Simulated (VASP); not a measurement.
Set up this calculation in VASP 6.6.1, as the native input.

| Item | Value |
| --- | --- |
| Task | single point |
| Functional | LDA |
| Potentials or basis | VASP PAW LDA potentials, release 64 (Al, N) |
| Cutoff | 520 eV |
| k mesh | 8 × 8 × 8 |
| Occupations | gaussian, width 0.01 eV |
| Spin | no spin polarisation |
| Dipole correction | no |
| Further INCAR settings | ALGO = Normal; EDIFF = 1e-06; NBANDS = 11 |

The structure of AlN lies in POSCAR:

```
AlN
1.0
    0.0000000000      2.0201655834      2.0201655834
    2.0201655834      0.0000000000      2.0201655834
    2.0201655834      2.0201655834      0.0000000000
Al N
1 1
Direct
    0.0000000000      0.0000000000      0.0000000000
    0.5000000000      0.5000000000      0.5000000000
```

These files were run (other wordings do the same):

INCAR

```
SYSTEM = AlN
PREC     = Accurate       ! precision mode
ENCUT    = 520            ! plane-wave cutoff, eV
EDIFF    = 1E-6           ! SCF threshold, eV
ISMEAR   = 0              ! smearing method
SIGMA    = 0.01           ! smearing width, eV
LREAL    = .FALSE.        ! projectors in reciprocal space
LASPH    = .TRUE.         ! aspherical terms in the spheres
NELM     = 80             ! most SCF steps
ALGO     = Normal         ! electronic algorithm
ISIF     = 2              ! what is computed and relaxed
LWAVE    = .FALSE.        ! write WAVECAR
LCHARG   = .FALSE.        ! write CHGCAR
GGA      = CA             ! functional
NBANDS   = 11             ! bands
```

KPOINTS

```
regular mesh
0
G
  8 8 8
  0 0 0
```

Potentials or basis: VASP PAW LDA potentials, release 64 (Al, N).

Command:

```bash
$ cat potpaw_LDA.64/Al/POTCAR potpaw_LDA.64/N/POTCAR > POTCAR
$ mpirun -np 1 vasp_std > vasp.out
```

It gave:

- Pressure: -5.2 GPa
- Band gap on the k mesh: 4.48 eV, indirect (least direct gap 5.80 eV)

It took 12 s on 1 thread of AMD EPYC 7R13 (shared host), peak memory 0.09 GiB.
